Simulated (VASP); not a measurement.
# Si6O11 (a cell with a defect) in VASP: a series of runs

Si6O11 (a cell with a defect) is run at these levels: PBE; tasks: single point.

Program: VASP 6.6.1. These are calculated values, not measurements. Logs are shortened: lines on timing, memory, paths and dates and some standing lists are left out, and cuts for length are marked.

## (1) The cell of the first run

The cell holds a defect, 17 atoms: a = 5.021 Å, b = 5.509 Å, c = 8.696 Å, α = 90.00°, β = 90.00°, γ = 90.00°.

## (2) Single point, PBE (atom 16 moved 0.625 of the way to it and +0.375 Å across, host rigid)

Input file INCAR:

```
SYSTEM = Si6O11
PREC = Accurate
ENCUT = 520
EDIFF = 1E-6
ISMEAR = 0
SIGMA = 0.05
LREAL = Auto
LASPH = .TRUE.
NELM = 60
ALGO = Normal
ISIF = 2
LWAVE = .FALSE.
LCHARG = .FALSE.
GGA = PE
NBANDS = 59
NELECT = 88.0
```

Input file KPOINTS:

```
regular mesh
0
G
  4 4 2
  0 0 0
```

Input file POSCAR:

```
Si6O11
1.0
   -2.5103274377      4.3480146658      0.0000000000
    0.0000000000      0.0000000000      5.5092660079
    7.5309823132      4.3480146658      0.0000000000
Si O
6 11
Direct
    0.7617495765      0.3333333333      0.2382504235
    0.2617495765      0.3333333333      0.7382504235
    0.9765008470      0.6666666667      0.5000000000
    0.4765008470      0.6666666667      0.0000000000
    0.2617495765      0.0000000000      0.2617495765
    0.7617495765      0.0000000000      0.7617495765
    0.0486521033      0.2055717715      0.2072260374
    0.5486521033      0.2055717715      0.7072260374
    0.7865130045      0.5389051049      0.3720609296
    0.2865130045      0.5389051049      0.8720609296
    0.6648348922      0.8722384382      0.9207130329
    0.2865130045      0.7944282285      0.1279390704
    0.7865130045      0.7944282285      0.6279390704
    0.6648348922      0.4610948951      0.0792869671
    0.1648348922      0.4610948951      0.5792869671
    0.3596653920     -0.0710236935      0.3923046837
    0.0486521033      0.1277615618      0.7927739626
```

Potentials or basis: VASP PAW PBE potentials, release 64 (Si, O).

The run is started by

```console
> cat potpaw_PBE.64/Si/POTCAR potpaw_PBE.64/O/POTCAR > POTCAR
> mpirun -np 1 vasp_std > vasp.out
```

OUTCAR:

```text
SYSTEM = Si6O11
   PREC = Accurate
   ENCUT = 520
   EDIFF = 1E-6
   ISMEAR = 0
   LREAL = Auto
   LASPH = .TRUE.
   NELM = 60
   ISIF = 2
   GGA = PE
   NELECT = 88.0

 ion  position               nearest neighbor table
   1  0.762  0.333  0.238-  14 1.63   7 1.63   9 1.63   5 3.12   5 3.12   3 3.12   4 3.12
   2  0.262  0.333  0.738-  15 1.63   8 1.63  17 1.63  10 1.63   6 3.12   6 3.12   4 3.12   3 3.12

   3  0.977  0.667  0.500-  13 1.63   9 1.63  15 1.63   5 3.12   6 3.12   1 3.12   2 3.12
   4  0.477  0.667  0.000-  12 1.63  10 1.63  11 1.63  14 1.63   6 3.12   5 3.12   2 3.12   1 3.12

   5  0.262  0.000  0.262-  16 1.30  12 1.63   7 1.63   3 3.12   4 3.12   1 3.12   1 3.12
   6  0.762  0.000  0.762-  11 1.63  17 1.63  13 1.63   8 1.63   4 3.12   3 3.12   2 3.12   2 3.12

   7  0.049  0.206  0.207-   1 1.63   5 1.63
   8  0.549  0.206  0.707-   2 1.63   6 1.63
   9  0.787  0.539  0.372-   3 1.63   1 1.63
  10  0.287  0.539  0.872-   4 1.63   2 1.63
  11  0.665  0.872  0.921-   6 1.63   4 1.63
  12  0.287  0.794  0.128-   4 1.63   5 1.63
  13  0.787  0.794  0.628-   3 1.63   6 1.63
  14  0.665  0.461  0.079-   1 1.63   4 1.63
  15  0.165  0.461  0.579-   2 1.63   3 1.63
  16  0.360  0.929  0.392-   5 1.30
  17  0.049  0.128  0.793-   6 1.63   2 1.63

  LATTYP: Found a simple orthorhombic cell.
 ALAT       =     5.0206548755
 B/A-ratio  =     1.0973201992
 C/A-ratio  =     1.7320508076

  Lattice vectors:

 A1 = (  -2.5103274377,   4.3480146658,   0.0000000000)
 A2 = (   0.0000000000,   0.0000000000,   5.5092660079)
 A3 = (   7.5309823132,   4.3480146658,   0.0000000000)

Analysis of symmetry for initial positions (statically):
=====================================================================
 Subroutine PRICEL returns:
 Original cell was already a primitive cell.

 Routine SETGRP: Setting up the symmetry group for a
 simple orthorhombic supercell.

 Subroutine GETGRP returns: Found  1 space group operations
 (whereof  1 operations were pure point group operations)
 out of a pool of  8 trial point group operations.

The static configuration has the point symmetry C_1 .

Analysis of symmetry for dynamics (positions and initial velocities):
=====================================================================
 Subroutine PRICEL returns:
 Original cell was already a primitive cell.

 Routine SETGRP: Setting up the symmetry group for a
 simple orthorhombic supercell.

 Subroutine GETGRP returns: Found  1 space group operations
 (whereof  1 operations were pure point group operations)
 out of a pool of  8 trial point group operations.

The dynamic configuration has the point symmetry C_1 .

 Subroutine INISYM returns: Found  1 space group operations
 (whereof  1 operations are pure point group operations),
 and found     1 'primitive' translations

----------------------------------------------------------------------------------------

                                     Primitive cell

  volume of cell :     240.5332

  direct lattice vectors                    reciprocal lattice vectors
    -2.510327438  4.348014666  0.000000000    -0.099588602  0.172492518  0.000000000
     0.000000000  0.000000000  5.509266008     0.000000000  0.000000000  0.181512383
     7.530982313  4.348014666  0.000000000     0.099588602  0.057497506  0.000000000

  length of vectors
     5.020654875  5.509266008  8.696029332     0.199177204  0.181512383  0.114995012

  position of ions in fractional coordinates (direct lattice)
     0.761749577  0.333333333  0.238250423
     0.261749577  0.333333333  0.738250423
     0.976500847  0.666666667  0.500000000
     0.476500847  0.666666667  0.000000000
     0.261749577  0.000000000  0.261749577
     0.761749577  0.000000000  0.761749577
[... 9 lines left out ...]
     0.359665392  0.928976306  0.392304684
     0.048652103  0.127761562  0.792773963

  ion indices of the primitive-cell ions
   primitive index   ion index
                 1           1
                 2           2
                 3           3
                 4           4
                 5           5
                 6           6
[... 9 lines left out ...]
                16          16
                17          17

----------------------------------------------------------------------------------------

 KPOINTS: regular mesh

Automatic generation of k-mesh.
 Grid dimensions read from file:
 generate k-points for:    4    4    2

 Generating k-lattice:

  Cartesian coordinates                     Fractional coordinates (reciprocal lattice)
    -0.024897150  0.043123130  0.000000000     0.250000000  0.000000000  0.000000000
     0.000000000  0.000000000  0.045378096     0.000000000  0.250000000  0.000000000
     0.049794301  0.028748753  0.000000000     0.000000000  0.000000000  0.500000000

  Length of vectors
     0.049794301  0.045378096  0.057497506

  Shift w.r.t. Gamma in fractional coordinates (k-lattice)
     0.000000000  0.000000000  0.000000000

 Subroutine IBZKPT returns following result:
 ===========================================

 Found     20 irreducible k-points:

 Following reciprocal coordinates:
            Coordinates               Weight
  0.000000  0.000000  0.000000      1.000000
  0.250000  0.000000  0.000000      2.000000
  0.500000  0.000000  0.000000      1.000000
  0.000000  0.250000  0.000000      2.000000
  0.250000  0.250000  0.000000      2.000000
  0.250000 -0.250000  0.000000      2.000000
[... 12 lines left out ...]
  0.250000  0.500000  0.500000      2.000000
  0.500000  0.500000  0.500000      1.000000
   k-points           NKPTS =     20   k-points in BZ     NKDIM =     20   number of bands    NBANDS=     59
   number of dos      NEDOS =    301   number of ions     NIONS =     17
   total plane-waves  NPLWV = 117600
   dimension x,y,z NGX =    40 NGY =   42 NGZ =   70
   dimension x,y,z NGXF=    80 NGYF=   84 NGZF=  140
   ions per type =               6  11
   NGX,Y,Z   is equivalent  to a cutoff of  13.24, 12.67, 13.38 a.u.
   NGXF,Y,Z  is equivalent  to a cutoff of  26.49, 25.35, 26.76 a.u.
 SYSTEM =  Si6O11
   PREC   = accura    normal or accurate (medium, high low for compatibility)
   ISTART =      0    job   : 0-new  1-cont  2-samecut
   ICHARG =      2    charge: 1-file 2-atom 10-const
   ISPIN  =      1    spin polarized calculation?
   LNONCOLLINEAR =      F non collinear calculations
   LSORBIT =      F    spin-orbit coupling
   LASPH  =      T    aspherical Exc in radial PAW
   ENCUT  =  520.0 eV  38.22 Ry    6.18 a.u.   9.34 10.24 16.17*2*pi/ulx,y,z
   NELM   =     60;   NELMIN=  2; NELMDL= -5     # of ELM steps
   EDIFF  = 0.1E-05   stopping-criterion for ELM
   LREAL  =      T    real-space projection
   EDIFFG = 0.1E-04   stopping-criterion for IOM
   NSW    =      0    number of steps for IOM
   IBRION =     -1    ionic relax: 0-MD 1-quasi-New 2-CG
   NFREE  =      0    steps in history (QN), initial steepest desc. (CG)
   ISIF   =      2    stress and relaxation
   ISYM   =      2    0-nonsym 1-usesym 2-fastsym
   POTIM  = 0.5000    time-step for ionic-motion
   TEBEG  =    0.0;   TEEND  =   0.0 temperature during run
   PSTRESS=    0.0 pullay stress
   NELECT =      88.0000    total number of electrons
   NUPDOWN=      -1.0000    fix difference up-down
   EMIN   =  10.00;   EMAX   =-10.00  energy-range for DOS
   EFERMI =   0.00;   METHOD = LEGACY
   ISMEAR =     0;   SIGMA  =   0.05  broadening in eV -4-tet -1-fermi 0-gaus
   EFERMI_NEDOS =   21; number of points for ismear=-14 and -15
   IALGO  =     38    algorithm
   IMIX   =      4    mixing-type and parameters
     AMIX     =   0.40;   BMIX     =  1.00
     AMIX_MAG =   1.60;   BMIX_MAG =  1.00
  volume/ion in A,a.u.               =      14.15        95.48
  Fermi-wavevector in a.u.,A,eV,Ry     =   1.170875  2.212634 18.652897  1.370949
  Thomas-Fermi vector in A             =   2.307327
   LORBIT       =      0    0 simple, 1 ext, 2 COOP (PROOUT), +10 PAW based schemes
   GGA     = PE    functional components
   LHFCALC =     F    Hartree Fock is set to
   AEXX    =    0.0000 exact exchange contribution
   IVDW    =     0    specifies the selected vdW correction
   LEPSILON=     F    determine dielectric tensor
   LRPA    =     F    only Hartree local field effects (RPA)
 non-spin polarized calculation
 Gauss-broadening in eV      SIGMA  =   0.05
  energy-cutoff  :      520.00
  volume of cell :      240.53
 maximum number of plane-waves:      6512
 NGX is ok and might be reduce to    40
   NGX = 19   NGY = 21   NGZ = 33

 number of electron      87.9999991 magnetization

 Free energy of the ion-electron system (eV)
  ---------------------------------------------------
  ext. energy  EPLUGINS =         0.00000000
  ---------------------------------------------------
  free energy    TOTEN  =      -128.60989797 eV

  energy without entropy =     -128.60299426  energy(sigma->0) =     -128.60644611

 E-fermi :   0.8402     XC(G=0):  -8.5833

 val. band max:        0.8377254280   @ k =   0.0000   0.5000   0.5000
 cond. band min:       0.9032227898   @ k =   0.0000   0.2500   0.0000
 fundamental gap:      0.0654973618
 Fermi energy:         0.8402244435

 k-point     1 :       0.0000    0.0000    0.0000
  band No.  band energies     occupation
      1     -19.2691      2.00000
      2     -18.5589      2.00000
      3     -18.2037      2.00000
      4     -18.1549      2.00000
      5     -17.9240      2.00000
      6     -17.2337      2.00000
[... 48 lines left out ...]
     55      10.1075      0.00000
     56      10.7155      0.00000

 k-point     2 :       0.2500    0.0000    0.0000
  band No.  band energies     occupation
      1     -19.2175      2.00000
      2     -18.6093      2.00000
      3     -18.2902      2.00000
      4     -18.0225      2.00000
      5     -17.8751      2.00000
      6     -17.3577      2.00000
[... 48 lines left out ...]
     55      10.2610      0.00000
     56      10.6931      0.00000
[... 1001 lines left out ...]
     55      10.0512      0.00000
     56      10.4206      0.00000

 k-point    20 :       0.5000    0.5000    0.5000
  band No.  band energies     occupation
      1     -19.1716      2.00000
      2     -18.6274      2.00000
      3     -18.2114      2.00000
      4     -18.0575      2.00000
      5     -17.7284      2.00000
      6     -17.5489      2.00000
[... 48 lines left out ...]
     55      10.3586      0.00000
     56      10.4676      0.00000
 [bands above 56 left out]

------------------------ aborting loop because EDIFF is reached ----------------------------------------

  FORCE on cell =-STRESS in cart. coord.  units (eV):
  Direction    XX          YY          ZZ          XY          YZ          ZX
  --------------------------------------------------------------------------------------
  -------------------------------------------------------------------------------------
  Total       -8.3671783      2.1850829    -15.6735332     17.0170568     -9.0115480     -1.9687677
  in kB      -55.7332669     14.5547044   -104.4004532    113.3495821    -60.0253742    -13.1138424
  external PRESSURE =     -48.5263386 kB  Pullay stress =       0.0000000 kB

 VOLUME and BASIS-vectors are now :
 -----------------------------------------------------------------------------
  energy-cutoff  :      520.00
  volume of cell :      240.53
      direct lattice vectors                 reciprocal lattice vectors
    -2.510327438  4.348014666  0.000000000    -0.099588602  0.172492518  0.000000000
     0.000000000  0.000000000  5.509266008     0.000000000  0.000000000  0.181512383
     7.530982313  4.348014666  0.000000000     0.099588602  0.057497506  0.000000000

 POSITION                                       TOTAL-FORCE (eV/Angst)
 -----------------------------------------------------------------------------------
     -0.11798      4.34801      1.83642        -2.195872      0.927546      2.673968
      4.90267      4.34801      1.83642         0.653909      0.786498     -0.183475
      1.31415      6.41985      3.67284         2.909285      1.352603     -1.996505
     -1.19617      2.07183      3.67284        -1.032096     -1.843223      0.817651
      1.31415      2.27618      0.00000       -15.127160    -19.731718      5.335345
      3.82448      6.62420      0.00000         0.590118      0.376666      0.950793
[... 9 lines left out ...]
      2.05156      3.26958      5.11798        15.748734     18.370961     -6.898116
      5.84823      3.65853      0.70387        -0.196004     -0.101122      0.048652
 -----------------------------------------------------------------------------------
    total drift:                                0.003146     -0.009408     -0.003256

  FREE ENERGIE OF THE ION-ELECTRON SYSTEM (eV)
  ---------------------------------------------------
  free  energy   TOTEN  =      -128.6098979675 eV

  energy  without entropy=     -128.6029942601  energy(sigma->0) =     -128.60644611
```

Run time: 5.1 min. Hardware: 1 thread of Intel Xeon Platinum 8559C (Emerald Rapids), shared host; peak memory 0.42 GiB.

What came out:

| Quantity | Value |
| --- | --- |
| Free energy | -128.6099 eV |
| Largest force | 25.429 eV/Å |

Forces in eV/Å, atoms in the order of the input:
```
Si   -2.196   0.928   2.674
Si    0.654   0.786  -0.183
Si    2.909   1.353  -1.997
Si   -1.032  -1.843   0.818
Si  -15.127 -19.732   5.335
Si    0.590   0.377   0.951
O     0.777  -0.181  -0.521
O    -0.154   0.025  -0.104
O    -0.382  -0.194   0.127
O     0.171   0.248   0.045
O     0.410   0.212  -0.402
O     0.163  -0.150   0.868
O    -2.137   0.014  -0.267
O     1.092   1.147  -1.768
O    -1.291  -1.260   1.275
O    15.749  18.371  -6.898
O    -0.196  -0.101   0.049
```

Caveat: the k points lie up to 0.36 Å⁻¹ apart; the cell carries a net charge on a neutralising background, which shifts energy and pressure; the cell differs from its parent crystal (atom 16 moved 0.625 of the way to it and +0.375 Å across, host rigid); the cell is charged against a uniform background, so pressure and absolute levels hang on convention.

## (3) Single point, PBE (atom 16 moved 0.750 of the way to it and +0.500 Å across, host rigid)

Input file INCAR:

```
SYSTEM = Si6O11
  ALGO = Normal
  EDIFF = 1E-7
  ENCUT = 520
  GGA = PE
  ISIF = 2
  ISMEAR = 0
  LASPH = .True.
  LCHARG = .False.
  LREAL = Auto
  LWAVE = .False.
  NBANDS = 59
  NELECT = 88.0
  NELM = 80
  PREC = Accurate
  SIGMA = 0.05
```

Input file KPOINTS:

```
k-points
0
Gamma
  4 4 2
  0 0 0
```

Edit POSCAR of step 2 so:

```diff
@@ -23,3 +23,3 @@
     0.1648348922      0.4610948951      0.5792869671
-    0.3596653920     -0.0710236935      0.3923046837
+    0.3286545892     -0.1159918517      0.4148200016
     0.0486521033      0.1277615618      0.7927739626
```

Potentials or basis: VASP PAW PBE potentials, release 64 (Si, O).

The run is started by

```console
> cat potpaw_PBE.64/Si/POTCAR potpaw_PBE.64/O/POTCAR > POTCAR
> mpirun -np 1 vasp_std > vasp.out
```

Run time: 6.9 min. Hardware: 1 thread of Intel Xeon Platinum 8559C (Emerald Rapids), shared host; peak memory 0.42 GiB.

The run converged. Its results:

| Item | Value |
| --- | --- |
| Free energy | -131.7246 eV |
| Largest force | 4.691 eV/Å |

Forces on the atoms (eV/Å):
```
Si  -1.613  0.643  2.658
Si   0.283  0.294  0.031
Si   1.421  2.200 -0.808
Si  -1.175 -1.486  0.657
Si  -2.900 -3.219 -0.485
Si   0.269  0.229  0.479
O    0.581  0.261 -0.709
O   -0.101  0.068 -0.097
O   -0.439 -0.353 -0.075
O    0.251  0.260  0.074
O    0.488  0.183 -0.372
O    0.249  0.172  1.065
O   -1.711  0.035 -0.094
O    0.890  0.958 -1.525
O   -0.796 -0.870  0.724
O    4.377  0.624 -1.568
O   -0.073  0.001  0.044
```

Levels at points of the mesh, in eV from the Fermi level:
```csv
k point,band 41,band 42,band 43,band 44,band 45,band 46,band 47,band 48
"(0.00, 0.00, 0.00)",-0.70,-0.60,-0.46,-0.12,-0.01,4.00,5.17,6.39
"(0.50, 0.00, 0.00)",-0.73,-0.55,-0.13,-0.07,0.79,3.27,4.92,6.49
"(0.00, 0.50, 0.00)",-0.75,-0.38,-0.28,-0.01,0.15,3.51,5.54,6.80
"(0.50, 0.50, 0.00)",-0.70,-0.60,-0.56,-0.46,0.56,3.94,4.41,6.45
"(0.00, 0.00, 0.50)",-0.72,-0.51,-0.38,-0.17,-0.03,3.98,5.18,6.20
"(0.50, 0.00, 0.50)",-0.73,-0.51,-0.12,-0.07,0.79,3.28,4.89,6.48
"(0.00, 0.50, 0.50)",-0.63,-0.38,-0.29,0.00,0.11,3.55,5.53,6.77
"(0.50, 0.50, 0.50)",-0.68,-0.60,-0.41,-0.38,0.53,3.95,4.41,6.42
```

Caveat: the k points lie up to 0.36 Å⁻¹ apart; the cell carries a net charge on a neutralising background, which shifts energy and pressure; the cell differs from its parent crystal (atom 16 moved 0.750 of the way to it and +0.500 Å across, host rigid); the cell is charged against a uniform background, so pressure and absolute levels hang on convention.
